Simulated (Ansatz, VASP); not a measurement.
# ZrC in VASP and in Ansatz

File INCAR:

```
SYSTEM = ZrC
PREC = Accurate
ENCUT = 520
EDIFF = 1E-6
ISMEAR = -1
SIGMA = 0.05
LREAL = .FALSE.
LASPH = .TRUE.
NELM = 100
ALGO = Normal
ISIF = 2
LWAVE = .FALSE.
LCHARG = .FALSE.
GGA = PE
NBANDS = 15
```

KPOINTS

```
Automatic mesh
0
G
  15 15 15
  0 0 0
```

The input POSCAR:

```
ZrC
1.0
    0.0000000000      2.3972142000      2.3502100000
    2.3972142000      0.0000000000      2.3502100000
    2.3972142000      2.3972142000      0.0000000000
Zr C
1 1
Direct
    0.5000000000      0.5000000000      0.5000000000
    0.0000000000      0.0000000000      0.0000000000
```

Input for Ansatz:

```yaml
crystal:
  lattice:
    - [0.0, 2.3972142, 2.35021]
    - [2.3972142, 0.0, 2.35021]
    - [2.3972142, 2.3972142, 0.0]
  atoms:
    - { symbol: Zr, position: [0.5, 0.5, 0.5] }
    - { symbol: C, position: [0.0, 0.0, 0.0] }
kpoints:
  mp_grid: { grid: [15, 15, 15] }
  band_path:
    path:
      - [0.0, 0.0, 0.0]
      - [0.0, 0.5, 0.5]
      - [0.25, 0.75, 0.5]
      - [0.0, 0.5, 0.0]
      - [0.0, 0.0, 0.0]
      - [0.5, 0.5, 0.0]
      - [0.38005, 0.61995, 0.0]
      - [-0.38005, 0.38005, 0.0]
      - [0.0, 0.0, 0.0]
    npoints: 5
scf:
  occupations: { method: fermi_dirac, width: 0.05 }
hamiltonian:
  xc: pbe
  pseudopotentials: { kind: all_electron, lapw: { basis_error: 0.00025 } }
output:
  forces: true
  stress: true
  eigenvalues: true
```

Change from the starting cell: equal xx and yy strain of +2 %.

Alike in both runs: task single point; functional PBE; k mesh 15 × 15 × 15; occupations fermi-dirac, width 0.05 eV; no spin polarisation.

|  | VASP | Ansatz |
| --- | --- | --- |
| version | VASP 6.6.1 | Ansatz 0.2.0 |
| potentials or method | VASP PAW PBE potentials, release 64 (Zr_sv, C), cutoff 520 eV | all-electron LAPW, scalar-relativistic |

Ansatz gave:

| Item | Value |
| --- | --- |
| pressure (GPa) | -6.9 |
| traceless stress, the component that is largest in VASP (GPa) | 4.08 |

Question: Estimate VASP's values.

Answer: Pressure (GPa): -6.7; traceless stress, the component that is largest in VASP (GPa): 4.10.

Ansatz ran all-electron here, and VASP with PAW potentials.
